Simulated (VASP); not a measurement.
# Ir (Im-3m) in VASP: a series of runs

The runs below take Ir through single point, with PBE.

Program: VASP 6.6.1. These are calculated values, not measurements. Logs are shortened: lines on timing, memory, paths and dates and some standing lists are left out, and cuts for length are marked.

### Step 1. The cell of the first run

Symmetry: Im-3m, No. 229, cubic system. The conventional cell has a = 3.133 Å, b = 3.133 Å, c = 3.133 Å, α = 90.00°, β = 90.00°, γ = 90.00°. Ir (site symmetry m-3m) has 14 Ir at 2.71 to 3.13 Å within 3.6 Å.

### Step 2. Single point, PBE

Contents of INCAR:

```
SYSTEM = Ir
ALGO = Normal ; EDIFF = 1E-6
ENCUT = 520 ; GGA = PE
ISIF = 2 ; ISMEAR = -1
LASPH = .True. ; LCHARG = .False.
LREAL = .False. ; LWAVE = .False.
NBANDS = 10 ; NELM = 60
PREC = Accurate ; SIGMA = 0.06122561905347299
```

Contents of KPOINTS:

```
k-points
0
Gamma
  49 49 49
  0 0 0
```

Contents of POSCAR:

```
Ir
1.0
   -1.5664161291      1.5664161291      1.5664161291
    1.5664161291     -1.5664161291      1.5664161291
    1.5664161291      1.5664161291     -1.5664161291
Ir
1
Direct
    0.0000000000      0.0000000000      0.0000000000
```

Potentials or basis: VASP PAW PBE potentials, release 64 (Ir).

On the command line:

```console
> cat potpaw_PBE.64/Ir/POTCAR > POTCAR
> mpirun -np 1 vasp_std > vasp.out
```

OUTCAR:

```text
SYSTEM = Ir
   EDIFF = 1E-6
   ENCUT = 520
   GGA = PE
   ISIF = 2
   ISMEAR = -1
   LASPH = .True.
   LREAL = .False.
   NELM = 60
   PREC = Accurate

 ion  position               nearest neighbor table
   1  0.000  0.000  0.000-

  LATTYP: Found a body centered cubic cell.
 ALAT       =     3.1328322582

  Lattice vectors:

 A1 = (  -1.5664161291,   1.5664161291,   1.5664161291)
 A2 = (   1.5664161291,  -1.5664161291,   1.5664161291)
 A3 = (   1.5664161291,   1.5664161291,  -1.5664161291)

Analysis of symmetry for initial positions (statically):
=====================================================================
 Subroutine PRICEL returns:
 Original cell was already a primitive cell.

 Routine SETGRP: Setting up the symmetry group for a
 body centered cubic supercell.

 Subroutine GETGRP returns: Found 48 space group operations
[... 9 lines left out ...]

 Routine SETGRP: Setting up the symmetry group for a
 body centered cubic supercell.

 Subroutine GETGRP returns: Found 48 space group operations
[... 11 lines left out ...]
                                     Primitive cell

  volume of cell :      15.3738

  direct lattice vectors                    reciprocal lattice vectors
    -1.566416129  1.566416129  1.566416129     0.000000000  0.319199982  0.319199982
     1.566416129 -1.566416129  1.566416129     0.319199982  0.000000000  0.319199982
     1.566416129  1.566416129 -1.566416129     0.319199982  0.319199982  0.000000000

  length of vectors
     2.713112321  2.713112321  2.713112321     0.451416943  0.451416943  0.451416943

  position of ions in fractional coordinates (direct lattice)
     0.000000000  0.000000000  0.000000000

  ion indices of the primitive-cell ions
   primitive index   ion index
                 1           1

----------------------------------------------------------------------------------------

 KPOINTS: k-points

Automatic generation of k-mesh.
 Grid dimensions read from file:
 generate k-points for:   49   49   49

 Generating k-lattice:

  Cartesian coordinates                     Fractional coordinates (reciprocal lattice)
     0.000000000  0.006514285  0.006514285     0.020408163  0.000000000  0.000000000
     0.006514285  0.000000000  0.006514285     0.000000000  0.020408163  0.000000000
     0.006514285  0.006514285  0.000000000     0.000000000  0.000000000  0.020408163

  Length of vectors
     0.009212591  0.009212591  0.009212591

  Shift w.r.t. Gamma in fractional coordinates (k-lattice)
     0.000000000  0.000000000  0.000000000

 Subroutine IBZKPT returns following result:
 ===========================================

 Found   2925 irreducible k-points:

 Following reciprocal coordinates:
            Coordinates               Weight
  0.000000  0.000000  0.000000      1.000000
  0.020408  0.000000  0.000000     12.000000
  0.040816  0.000000  0.000000     12.000000
  0.061224  0.000000  0.000000     12.000000
  0.081633  0.000000  0.000000     12.000000
  0.102041  0.000000  0.000000     12.000000
[... 16 lines left out ...]
  0.448980  0.000000  0.000000     12.000000
  0.469388  0.000000  0.000000     12.000000
 [... further k-points ...]
   k-points           NKPTS =   2925   k-points in BZ     NKDIM =   2925   number of bands    NBANDS=     10
   number of dos      NEDOS =    301   number of ions     NIONS =      1
   total plane-waves  NPLWV =   8000
   dimension x,y,z NGX =    20 NGY =   20 NGZ =   20
   dimension x,y,z NGXF=    40 NGYF=   40 NGZF=   40
   ions per type =               1
   NGX,Y,Z   is equivalent  to a cutoff of  12.25, 12.25, 12.25 a.u.
   NGXF,Y,Z  is equivalent  to a cutoff of  24.51, 24.51, 24.51 a.u.
 SYSTEM =  Ir
   PREC   = accura    normal or accurate (medium, high low for compatibility)
   ISTART =      0    job   : 0-new  1-cont  2-samecut
   ICHARG =      2    charge: 1-file 2-atom 10-const
   ISPIN  =      1    spin polarized calculation?
   LNONCOLLINEAR =      F non collinear calculations
   LSORBIT =      F    spin-orbit coupling
   LASPH  =      T    aspherical Exc in radial PAW
   ENCUT  =  520.0 eV  38.22 Ry    6.18 a.u.   5.04  5.04  5.04*2*pi/ulx,y,z
   NELM   =     60;   NELMIN=  2; NELMDL= -5     # of ELM steps
   EDIFF  = 0.1E-05   stopping-criterion for ELM
   LREAL  =      F    real-space projection
   EDIFFG = 0.1E-04   stopping-criterion for IOM
   NSW    =      0    number of steps for IOM
   IBRION =     -1    ionic relax: 0-MD 1-quasi-New 2-CG
   NFREE  =      0    steps in history (QN), initial steepest desc. (CG)
   ISIF   =      2    stress and relaxation
   ISYM   =      2    0-nonsym 1-usesym 2-fastsym
   POTIM  = 0.5000    time-step for ionic-motion
   TEBEG  =    0.0;   TEEND  =   0.0 temperature during run
   PSTRESS=    0.0 pullay stress
   NELECT =       9.0000    total number of electrons
   NUPDOWN=      -1.0000    fix difference up-down
   EMIN   =  10.00;   EMAX   =-10.00  energy-range for DOS
   EFERMI =   0.00;   METHOD = LEGACY
   ISMEAR =    -1;   SIGMA  =   0.06  broadening in eV -4-tet -1-fermi 0-gaus
   EFERMI_NEDOS =   21; number of points for ismear=-14 and -15
   IALGO  =     38    algorithm
   IMIX   =      4    mixing-type and parameters
     AMIX     =   0.40;   BMIX     =  1.00
     AMIX_MAG =   1.60;   BMIX_MAG =  1.00
  volume/ion in A,a.u.               =      15.37       103.75
  Fermi-wavevector in a.u.,A,eV,Ry     =   1.369499  2.587979 25.518117  1.875529
  Thomas-Fermi vector in A             =   2.495369
   LORBIT       =      0    0 simple, 1 ext, 2 COOP (PROOUT), +10 PAW based schemes
   GGA     = PE    functional components
   LHFCALC =     F    Hartree Fock is set to
   AEXX    =    0.0000 exact exchange contribution
   IVDW    =     0    specifies the selected vdW correction
   LEPSILON=     F    determine dielectric tensor
   LRPA    =     F    only Hartree local field effects (RPA)
 non-spin polarized calculation
  energy-cutoff  :      520.00
  volume of cell :       15.37
 maximum number of plane-waves:       427
   NGX =  9   NGY =  9   NGZ =  9

 number of electron       9.0000001 magnetization

 Free energy of the ion-electron system (eV)
  ---------------------------------------------------
  ext. energy  EPLUGINS =         0.00000000
  ---------------------------------------------------
  free energy    TOTEN  =        -8.22485695 eV

  energy without entropy =       -8.19058497  energy(sigma->0) =       -8.20772096

 E-fermi :   8.8019     XC(G=0): -13.4785

 val. band max:        8.8017473056   @ k =   0.2245   0.2245   0.1837
 cond. band min:       8.8020925045   @ k =   0.3673   0.1224   0.1020
 fundamental gap:      0.0003451989
 Fermi energy:         8.8019150623

 k-point     1 :       0.0000    0.0000    0.0000
  band No.  band energies     occupation
      1      -1.2136      2.00000
      2       5.5152      2.00000
      3       5.5152      2.00000
      4       5.5152      2.00000
      5       8.3288      1.99912
      6       8.3288      1.99912
      7      25.7260      0.00000
      8      25.7260      0.00000
      9      25.7260      0.00000
     10      35.9498      0.00000

 k-point     2 :       0.0204    0.0000    0.0000
  band No.  band energies     occupation
      1      -1.1955      2.00000
      2       5.5070      2.00000
      3       5.5148      2.00000
      4       5.5307      2.00000
      5       8.3172      1.99927
      6       8.3293      1.99911
      7      25.7368      0.00000
      8      25.7488      0.00000
      9      25.7539      0.00000
     10      35.6080      0.00000

 k-point     3 :       0.0408    0.0000    0.0000
  band No.  band energies     occupation
      1      -1.1412      2.00000
      2       5.4826      2.00000
      3       5.5138      2.00000
      4       5.5774      2.00000
      5       8.2836      1.99958
      6       8.3309      1.99909
      7      25.7680      0.00000
      8      25.8145      0.00000
      9      25.8373      0.00000
     10      34.9403      0.00000

 k-point     4 :       0.0612    0.0000    0.0000
  band No.  band energies     occupation
      1      -1.0515      2.00000
      2       5.4428      2.00000
      3       5.5114      2.00000
      4       5.6550      2.00000
      5       8.2309      1.99982
      6       8.3337      1.99905
      7      25.8151      0.00000
      8      25.9147      0.00000
      9      25.9753      0.00000
     10      34.2519      0.00000

 k-point     5 :       0.0816    0.0000    0.0000
  band No.  band energies     occupation
      1      -0.9275      2.00000
      2       5.3886      2.00000
      3       5.5064      2.00000
      4       5.7630      2.00000
      5       8.1640      1.99994
      6       8.3380      1.99898
      7      25.8704      0.00000
      8      26.0348      0.00000
      9      26.1665      0.00000
     10      33.5950      0.00000

 k-point     6 :       0.1020    0.0000    0.0000
  band No.  band energies     occupation
      1      -0.7706      2.00000
      2       5.3212      2.00000
      3       5.4977      2.00000
      4       5.9008      2.00000
      5       8.0892      1.99998
      6       8.3439      1.99887
      7      25.9223      0.00000
      8      26.1521      0.00000
      9      26.4089      0.00000
     10      32.9984      0.00000

 k-point     7 :       0.1224    0.0000    0.0000
  band No.  band energies     occupation
      1      -0.5831      2.00000
      2       5.2424      2.00000
      3       5.4843      2.00000
      4       6.0676      2.00000
      5       8.0132      1.99999
      6       8.3519      1.99872
      7      25.9546      0.00000
      8      26.2349      0.00000
      9      26.7000      0.00000
     10      32.4857      0.00000

 k-point     8 :       0.1429    0.0000    0.0000
  band No.  band energies     occupation
      1      -0.3679      2.00000
      2       5.1539      2.00000
      3       5.4656      2.00000
      4       6.2623      2.00000
      5       7.9429      2.00000
      6       8.3622      1.99848
      7      25.9476      0.00000
      8      26.2414      0.00000
      9      27.0371      0.00000
     10      32.0807      0.00000

 k-point     9 :       0.1633    0.0000    0.0000
  band No.  band energies     occupation
      1      -0.1289      2.00000
      2       5.0577      2.00000
      3       5.4428      2.00000
      4       6.4838      2.00000
      5       7.8846      2.00000
      6       8.3752      1.99812
      7      25.8812      0.00000
      8      26.1253      0.00000
      9      27.4168      0.00000
     10      31.8060      0.00000
[... 118 lines left out ...]
 k-point    19 :       0.3673    0.0000    0.0000
  band No.  band energies     occupation
      1       1.8646      2.00000
      2       4.0788      2.00000
      3       6.6567      2.00000
      4       8.1705      1.99993
      5       8.6444      1.85826
      6       9.6199      0.00000
      7      19.3428      0.00000
      8      22.8186      0.00000
      9      27.3100      0.00000
     10      32.5119      0.00000

 k-point    20 :       0.3878    0.0000    0.0000
  band No.  band energies     occupation
      1       1.8922      2.00000
      2       4.0124      2.00000
      3       7.0310      2.00000
      4       8.2468      1.99977
      5       8.6748      1.77713
      6       9.9292      0.00000
      7      18.5959      0.00000
      8      22.5502      0.00000
      9      26.7455      0.00000
     10      32.9961      0.00000

 k-point    21 :       0.4082    0.0000    0.0000
  band No.  band energies     occupation
      1       1.9015      2.00000
      2       3.9559      2.00000
      3       7.4028      2.00000
      4       8.3318      1.99908
      5       8.7023      1.67153
      6      10.2093      0.00000
      7      17.9047      0.00000
      8      22.3205      0.00000
      9      26.2504      0.00000
     10      33.4199      0.00000

 k-point    22 :       0.4286    0.0000    0.0000
  band No.  band energies     occupation
      1       1.9000      2.00000
      2       3.9100      2.00000
      3       7.7308      2.00000
      4       8.4382      1.99475
      5       8.7258      1.55207
      6      10.4502      0.00000
      7      17.2912      0.00000
      8      22.1329      0.00000
      9      25.8360      0.00000
     10      33.3993      0.00000

 k-point    23 :       0.4490    0.0000    0.0000
  band No.  band energies     occupation
      1       1.8940      2.00000
      2       3.8752      2.00000
      3       7.9660      2.00000
      4       8.5813      1.94698
      5       8.7444      1.43777
      6      10.6420      0.00000
      7      16.7833      0.00000
      8      21.9899      0.00000
      9      25.5132      0.00000
     10      33.3535      0.00000

 k-point    24 :       0.4694    0.0000    0.0000
  band No.  band energies     occupation
      1       1.8877      2.00000
      2       3.8518      2.00000
      3       8.0941      1.99998
      4       8.7377      1.48103
      5       8.7573      1.34910
      6      10.7759      0.00000
      7      16.4147      0.00000
      8      21.8934      0.00000
      9      25.2917      0.00000
     10      33.3025      0.00000

 [... further k-points ...]
[... 5 lines left out ...]
  --------------------------------------------------------------------------------------
  -------------------------------------------------------------------------------------
  Total       -0.5547422     -0.5547422     -0.5547422     -0.0000000      0.0000000      0.0000000
  in kB      -57.8123195    -57.8123195    -57.8123195     -0.0000000      0.0000000      0.0000000
  external PRESSURE =     -57.8123195 kB  Pullay stress =       0.0000000 kB

 VOLUME and BASIS-vectors are now :
 -----------------------------------------------------------------------------
  energy-cutoff  :      520.00
  volume of cell :       15.37
      direct lattice vectors                 reciprocal lattice vectors
    -1.566416129  1.566416129  1.566416129     0.000000000  0.319199982  0.319199982
     1.566416129 -1.566416129  1.566416129     0.319199982  0.000000000  0.319199982
     1.566416129  1.566416129 -1.566416129     0.319199982  0.319199982  0.000000000

 POSITION                                       TOTAL-FORCE (eV/Angst)
 -----------------------------------------------------------------------------------
      0.00000      0.00000      0.00000         0.000000     -0.000000      0.000000
 -----------------------------------------------------------------------------------
    total drift:                                0.000000      0.000000      0.000000

  FREE ENERGIE OF THE ION-ELECTRON SYSTEM (eV)
  ---------------------------------------------------
  free  energy   TOTEN  =        -8.2248569524 eV

  energy  without entropy=       -8.1905849693  energy(sigma->0) =       -8.20772096
```

Wall time 1.9 min (1 thread of Intel Xeon 6975P-C (Granite Rapids), shared host); peak memory 0.54 GiB.

Results:

```
Free energy : -8.2249 eV
Pressure    : -5.8 GPa
```

Levels at points of the mesh, in eV from the Fermi level:
| k point | band 1 | band 2 | band 3 | band 4 | band 5 | band 6 | band 7 | band 8 | band 9 |
| --- | --- | --- | --- | --- | --- | --- | --- | --- | --- |
| (0.00, 0.00, 0.00) | -10.02 | -3.29 | -3.29 | -3.29 | -0.47 | -0.47 | 16.92 | 16.92 | 16.92 |

Caveat: spin-orbit coupling is left out, which moves the levels of the heavy elements.

(Continued in part 2 of 3.)
